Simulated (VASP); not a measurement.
# K4MgZn3F12 (P1) in VASP: single point with HSE06

Aim: the single point of K4MgZn3F12 with HSE06.

All numbers are computed with VASP 6.6.1; they aren't measurements. Logs are shortened: lines on timing, memory, paths and dates and some standing lists are left out, and cuts for length are marked.

## (1) The cell of the first run

The typed cell holds 40 atoms: a = 8.077 Å, b = 8.077 Å, c = 8.077 Å, α = 90.00°, β = 90.00°, γ = 90.00°.

## (2) Single point, HSE06

Contents of POSCAR:

```
K4MgZn3F12
1.0
    8.0768120000      0.0000000000      0.0000000000
    0.0000000000      8.0768120000      0.0000000000
    0.0000000000      0.0000000000      8.0768120000
K Mg Zn F
8 2 6 24
Direct
    0.0001890000      0.9990520000      0.9996170000
    0.0001810000      0.9990240000      0.4999090000
    0.0000650000      0.4995120000      0.9994860000
    0.0000430000      0.4994530000      0.4998820000
    0.5000750000      0.9991600000      0.9996620000
    0.4999990000      0.9990600000      0.4998280000
    0.5001090000      0.4994600000      0.9995400000
    0.5000650000      0.4993510000      0.4998230000
    0.2501060000      0.2492060000      0.2497130000
    0.7501300000      0.2493120000      0.2497310000
    0.2502100000      0.2491940000      0.7496770000
    0.2501000000      0.7491530000      0.2496810000
    0.2500990000      0.7491930000      0.7496490000
    0.7502250000      0.2492690000      0.7497170000
    0.7500840000      0.7493600000      0.2497400000
    0.7500820000      0.7493450000      0.7496870000
    0.2510460000      0.2493330000      0.0025930000
    0.2493380000      0.2491170000      0.4967980000
    0.2515250000      0.7495080000      0.9998670000
    0.2486260000      0.7489460000      0.4995250000
    0.7495550000      0.2497130000      0.0026350000
    0.7508250000      0.2488590000      0.4968480000
    0.7486880000      0.7491990000      0.9999000000
    0.7515150000      0.7493880000      0.4995540000
    0.0001510000      0.2489150000      0.2490270000
    0.0002650000      0.2492040000      0.7505500000
    0.0001220000      0.7495970000      0.2483450000
    0.0000650000      0.7493660000      0.7511540000
    0.5001420000      0.2495540000      0.2504030000
    0.5002350000      0.2493170000      0.7489260000
    0.5001030000      0.7488500000      0.2511870000
    0.5000740000      0.7492040000      0.7482700000
    0.2506190000      0.0020780000      0.2501080000
    0.2502130000      0.9993390000      0.7497880000
    0.2497030000      0.4962920000      0.2494190000
    0.2500400000      0.4990450000      0.7497500000
    0.7498960000      0.0022260000      0.2497290000
    0.7501060000      0.9994650000      0.7500530000
    0.7503720000      0.4964450000      0.2497360000
    0.7501740000      0.4991390000      0.7493590000
```

Contents of INCAR.step1:

```
  PREC = Accurate
  ENCUT = 520
  EDIFF = 1E-5
  ISMEAR = -1
  SIGMA = 0.05
  LREAL = Auto
  LASPH = True
  NELM = 80
  ALGO = Normal
  ISIF = 2
  LWAVE = True
  LCHARG = False
  NBANDS = 184
  GGA = PE
```

Contents of INCAR.step2:

```
  PREC = Accurate
  ENCUT = 520
  EDIFF = 1E-7
  ISMEAR = -1
  SIGMA = 0.05
  LREAL = Auto
  LASPH = True
  NELM = 80
  ALGO = Normal
  ISIF = 2
  LWAVE = False
  LCHARG = False
  GGA = PE
  LHFCALC = True
  HFSCREEN = 0.2079
  PRECFOCK = Fast
  NBANDS = 184
  ISTART = 1
```

Contents of KPOINTS:

```
regular mesh
0
Gamma
  1 1 1
```

Potentials or basis: VASP PAW PBE potentials, release 64 (K_sv, Mg, Zn, F).

Started as:

```
> cat potpaw_PBE.64/K_sv/POTCAR potpaw_PBE.64/Mg/POTCAR potpaw_PBE.64/Zn/POTCAR potpaw_PBE.64/F/POTCAR > POTCAR
> cp INCAR.step1 INCAR
> mpirun -np 1 vasp_gam > vasp.out
> cp INCAR.step2 INCAR
> mpirun -np 1 vasp_gam > vasp.out
```

OUTCAR:

```text
PREC = Accurate
   ENCUT = 520
   EDIFF = 1E-7
   ISMEAR = -1
   LREAL = Auto
   LASPH = True
   NELM = 80
   ISIF = 2
   GGA = PE
   LHFCALC = True
   HFSCREEN = 0.2079
   PRECFOCK = Fast
   ISTART = 1

 ion  position               nearest neighbor table
   1  0.000  0.999  1.000-  28 2.85  27 2.85  26 2.85  25 2.85  38 2.85  34 2.85  37 2.86   9 3.50
                            10 3.50
   2  0.000  0.999  0.500-  24 2.85  20 2.85  22 2.85  18 2.85  34 2.86  38 2.86  33 2.86  37 2.86
                             9 3.50  10 3.50
   3  0.000  0.500  0.999-  28 2.85  27 2.85  26 2.85  35 2.85  36 2.85  39 2.86  40 2.86  25 2.86
                            21 2.86  10 3.50   9 3.50
   4  0.000  0.499  0.500-  20 2.84  24 2.85  40 2.85  18 2.85  22 2.85  39 2.85  36 2.85  35 2.86
                            10 3.50   9 3.50
   5  0.500  0.999  1.000-  19 2.85  23 2.85  17 2.85  38 2.85  34 2.85  37 2.86  33 2.86  21 2.86
                             9 3.50  10 3.50
   6  0.500  0.999  0.500-  32 2.85  31 2.85  33 2.85  30 2.85  34 2.85  29 2.86  37 2.86  38 2.86
                             9 3.50  10 3.50
   7  0.500  0.499  1.000-  23 2.85  19 2.85  17 2.85  21 2.85  36 2.85  40 2.86  35 2.86  39 2.86
                            10 3.50   9 3.50
   8  0.500  0.499  0.500-  31 2.84  32 2.85  30 2.85  29 2.85  40 2.85  36 2.86  39 2.86  10 3.50
                             9 3.50
   9  0.250  0.249  0.250-  18 2.00  35 2.00  17 2.00  33 2.00  25 2.02  29 2.02   5 3.50   6 3.50
                             1 3.50   8 3.50   2 3.50   7 3.50   4 3.50   3 3.50
  10  0.750  0.249  0.250-  37 2.00  21 2.00  22 2.00  39 2.00  29 2.02  25 2.02   8 3.50   4 3.50
                             5 3.50   7 3.50   3 3.50   1 3.50   6 3.50   2 3.50
  11  0.250  0.249  0.750-  36 2.02  34 2.02  26 2.02  30 2.02  18 2.04  17 2.04
  12  0.250  0.749  0.250-  19 2.02  20 2.02  27 2.02  31 2.02  35 2.04  33 2.04
  13  0.250  0.749  0.750-  32 2.02  28 2.02  20 2.02  34 2.02  36 2.02  19 2.02
  14  0.750  0.249  0.750-  38 2.02  40 2.02  30 2.02  26 2.02  22 2.04  21 2.04
  15  0.750  0.749  0.250-  24 2.02  23 2.02  31 2.02  27 2.02  37 2.04  39 2.04
  16  0.750  0.749  0.750-  28 2.02  32 2.02  38 2.02  24 2.02  40 2.02  23 2.02
  17  0.251  0.249  0.003-   9 2.00  11 2.04   7 2.85   5 2.85
  18  0.249  0.249  0.497-   9 2.00  11 2.04   2 2.85   4 2.85
  19  0.252  0.750  1.000-  12 2.02  13 2.02   5 2.85   7 2.85
  20  0.249  0.749  0.500-  12 2.02  13 2.02   4 2.84   2 2.85
  21  0.750  0.250  0.003-  10 2.00  14 2.04   7 2.85   5 2.86   3 2.86
  22  0.751  0.249  0.497-  10 2.00  14 2.04   2 2.85   4 2.85
  23  0.749  0.749  1.000-  15 2.02  16 2.02   7 2.85   5 2.85
  24  0.752  0.749  0.500-  15 2.02  16 2.02   2 2.85   4 2.85
  25  0.000  0.249  0.249-   9 2.02  10 2.02   1 2.85   3 2.86
  26  0.000  0.249  0.751-  11 2.02  14 2.02   1 2.85   3 2.85
[... 221 lines left out ...]
     AMIX     =   0.40;   BMIX     =  1.00
     AMIX_MAG =   1.60;   BMIX_MAG =  1.00
  volume/ion in A,a.u.               =      13.17        88.89
  Fermi-wavevector in a.u.,A,eV,Ry     =   1.380587  2.608932 25.932995  1.906021
  Thomas-Fermi vector in A             =   2.505451
   LORBIT       =      0    0 simple, 1 ext, 2 COOP (PROOUT), +10 PAW based schemes
   GGA     = PE    functional components
   LHFCALC =     T    Hartree Fock is set to
   PRECFOCK=fast      Normal, Fast or Accurate (Low or Medium for compatibility)
   ENCUT4O =  -1.0   cutoff for four orbital integrals eV
   NKREDX  =     1    reduce k-point grid by
   NKREDY  =     1    reduce k-point grid by
   NKREDZ  =     1    reduce k-point grid by
   AEXX    =    0.2500 exact exchange contribution
   HFSCREEN=    0.2079 screening length (either q_TF or 0.3 A-1)
   HFSCREENC=   0.2079 screening length for correlation (either q_TF or 0.3 A-1)
   ENCUTFOCK=  -1.0 apply spherical cutoff to Coloumb kernel
   IVDW    =     0    specifies the selected vdW correction
   LEPSILON=     F    determine dielectric tensor
   LRPA    =     F    only Hartree local field effects (RPA)
 non-spin polarized calculation
  energy-cutoff  :      520.00
  volume of cell :      526.89
 maximum number of plane-waves:      7074
  NGX = 32; NGY = 32; NGZ = 32

 number of electron     315.9999900 magnetization

 Free energy of the ion-electron system (eV)
  ---------------------------------------------------
  ext. energy  EPLUGINS =         0.00000000
  ---------------------------------------------------
  free energy    TOTEN  =      -213.36981381 eV

  energy without entropy =     -213.36981381  energy(sigma->0) =     -213.36981381

 E-fermi :  -1.1246     XC(G=0):  -8.0480

 val. band max:       -2.3942199169   @ k =   0.0000   0.0000   0.0000
 cond. band min:       4.2220564926   @ k =   0.0000   0.0000   0.0000
 fundamental gap:      6.6162764094
 Fermi energy:        -1.1246167455

 k-point     1 :       0.0000    0.0000    0.0000
  band No.  band energies     occupation
      1     -30.8586      2.00000
      2     -30.8343      2.00000
      3     -30.8333      2.00000
      4     -30.8322      2.00000
      5     -30.8166      2.00000
      6     -30.8155      2.00000
[... 162 lines left out ...]
    169       8.6272      0.00000
    170       8.6571      0.00000
 [bands above 170 left out]

------------------------ aborting loop because EDIFF is reached ----------------------------------------

  FORCE on cell =-STRESS in cart. coord.  units (eV):
  Direction    XX          YY          ZZ          XY          YZ          ZX
  --------------------------------------------------------------------------------------
  -------------------------------------------------------------------------------------
  Total        5.2130051      5.2045224      5.2243989      0.0013568     -0.0037709     -0.0015886
  in kB       15.8518081     15.8260140     15.8864548      0.0041258     -0.0114667     -0.0048306
  external PRESSURE =      15.8547590 kB  Pullay stress =       0.0000000 kB

 VOLUME and BASIS-vectors are now :
 -----------------------------------------------------------------------------
  energy-cutoff  :      520.00
  volume of cell :      526.89
      direct lattice vectors                 reciprocal lattice vectors
     8.076812000  0.000000000  0.000000000     0.123811227  0.000000000  0.000000000
     0.000000000  8.076812000  0.000000000     0.000000000  0.123811227  0.000000000
     0.000000000  0.000000000  8.076812000     0.000000000  0.000000000  0.123811227

 POSITION                                       TOTAL-FORCE (eV/Angst)
 -----------------------------------------------------------------------------------
      0.00153      8.06916      8.07372        -0.000254      0.010678      0.012933
      0.00146      8.06893      4.03767         0.000229      0.010378     -0.014647
      0.00052      4.03446      8.07266         0.001668     -0.020557      0.011418
      0.00035      4.03399      4.03745         0.001488     -0.025615     -0.016308
      4.03901      8.07003      8.07408         0.002190      0.008720      0.010197
      4.03840      8.06922      4.03702         0.002858      0.009023     -0.012884
[... 32 lines left out ...]
      6.06061      4.00969      2.01707         0.000336     -0.167328      0.006013
      6.05901      4.03145      6.05243         0.000219     -0.010723      0.002872
 -----------------------------------------------------------------------------------
    total drift:                               -0.007590      0.018409     -0.011378

  FREE ENERGIE OF THE ION-ELECTRON SYSTEM (eV)
  ---------------------------------------------------
  free  energy   TOTEN  =      -213.3698138112 eV

  energy  without entropy=     -213.3698138112  energy(sigma->0) =     -213.36981381
```

Run time: 14 min. Hardware: 1 thread of Intel Xeon Platinum 8375C at 2.90GHz (Ice Lake), shared host; peak memory 0.68 GiB.

What came out:

```yaml
Free_energy: -213.3698 eV
Pressure: 1.6 GPa
Largest_force: 0.168 eV/Å
Band_gap_on_the_k_mesh: 6.62 eV
```

Forces on the atoms (eV/Å):
```
K    0.000  0.011  0.013
K    0.000  0.010 -0.015
K    0.002 -0.021  0.011
K    0.001 -0.026 -0.016
K    0.002  0.009  0.010
K    0.003  0.009 -0.013
K    0.002 -0.020  0.010
K    0.002 -0.021 -0.015
Mg   0.002 -0.003 -0.003
Mg   0.002 -0.003 -0.001
Zn   0.001  0.003  0.004
Zn   0.001  0.003  0.002
Zn  -0.001  0.002  0.006
Zn   0.000  0.004  0.003
Zn   0.002 -0.002 -0.001
Zn  -0.002 -0.002  0.004
F   -0.006 -0.006  0.167
F    0.006  0.007 -0.162
F   -0.004 -0.004  0.014
F    0.003  0.000 -0.012
F    0.000 -0.005  0.165
F   -0.001  0.009 -0.165
F    0.003  0.001  0.013
F   -0.003  0.002 -0.015
F    0.001  0.003  0.004
F   -0.007  0.003 -0.005
F   -0.002 -0.001  0.002
F    0.003  0.000 -0.003
F   -0.003  0.005 -0.006
F   -0.005  0.000  0.004
F   -0.001  0.002 -0.003
F    0.003  0.000  0.002
F   -0.002  0.168 -0.008
F   -0.001  0.024 -0.001
F    0.004 -0.161  0.008
F    0.000 -0.008  0.001
F   -0.002  0.164 -0.006
F   -0.002  0.022 -0.002
F    0.000 -0.167  0.006
F    0.000 -0.011  0.003
```

Levels at points of the mesh, in eV from the valence-band top:
```csv
k point,band 154,band 155,band 156,band 157,band 158,band 159,band 160,band 161,band 162,band 163
"(0.00, 0.00, 0.00)",-0.84,-0.65,-0.36,0.00,0.00,6.62,9.06,9.45,9.93,10.64
```

Caveat: the k points lie up to 0.78 Å⁻¹ apart; the PAW data sets were made with another functional, which shifts forces and pressure a little. A k mesh can miss the band edges.
